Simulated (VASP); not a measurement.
Set up this calculation in VASP 6.6.1, as the native input.

```yaml
Task: single point
Functional: PBE
Potentials_or_basis: VASP PAW PBE potentials, release 64 (I)
Cutoff: 520 eV
k_mesh: 36 × 36 × 36
Occupations: fermi-dirac, width 0.0612256 eV
Spin: no spin polarisation
Dipole_correction: no
Further_INCAR_settings: ALGO = Normal; EDIFF = 1e-06; NBANDS = 10
```

The structure of I lies in POSCAR:

```
I
1.0
    0.0000000000      2.5817681178      2.5817681178
    2.5817681178      0.0000000000      2.5817681178
    2.5817681178      2.5817681178      0.0000000000
I
1
Direct
    0.0000000000      0.0000000000      0.0000000000
```

These files were run (other wordings do the same):

INCAR

```
SYSTEM = I
  PREC = Accurate
  ENCUT = 520
  EDIFF = 1E-6
  ISMEAR = -1
  SIGMA = 0.06122561905347299
  LREAL = .FALSE.
  LASPH = .TRUE.
  NELM = 80
  ALGO = Normal
  ISIF = 2
  LWAVE = .FALSE.
  LCHARG = .FALSE.
  GGA = PE
  NBANDS = 10
```

KPOINTS

```
Automatic mesh
0
G
  36 36 36
  0 0 0
```

Potentials or basis: VASP PAW PBE potentials, release 64 (I).

Launch:

```bash
$ cat potpaw_PBE.64/I/POTCAR > POTCAR
$ mpirun -np 1 vasp_std > vasp.out
```

It gave:

The pressure is 0.4 GPa and the band gap on the k mesh is zero (an odd number of electrons rules out a gap without spin polarisation).

Caveat: spin-orbit coupling is left out, which moves the levels of the heavy elements; an odd number of electrons without spin polarisation forces a metal; a magnetic or distorted state may lie lower.

It took 110 s on 1 thread of Intel(R) Xeon(R) 6975P-C (Granite Rapids), on a shared host, peak memory 0.48 GiB.
